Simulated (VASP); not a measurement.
Runs of VASP 6.6.1 on Mo. The structure is that of space group Im-3m (No. 229), or close to it. The cells are those of the table. 

```tsv
cell	k mesh	cutoff (eV)	smearing	gap on the mesh (eV)	pressure (GPa)
a = 2.737 Å, angles 109.5°, 1 atom	18 × 18 × 18	500	gaussian 0.1 eV	none	0.5
a = 2.721 Å, angles 109.5°, 1 atom	8 × 8 × 8	500	gaussian 0.1 eV	none	5.9
a = 2.737 Å, angles 109.5°, 1 atom	22 × 22 × 22	520	gaussian 0.15 eV	none	(a)
a = 2.737 Å, angles 109.5°, 1 atom	20 × 20 × 20	520	gaussian 0.15 eV	none	0.7
```

Alike in all rows: task single point; level PBE; potentials or basis VASP PAW PBE potentials, release 64 (Mo_sv); no spin polarisation.

Q: Estimate the missing entries.

A: (a) 0.6.

A k mesh can miss the band edges, and the runs leave out spin-orbit coupling on Mo.

A gap of «none» marks levels without a gap at the run's occupations.
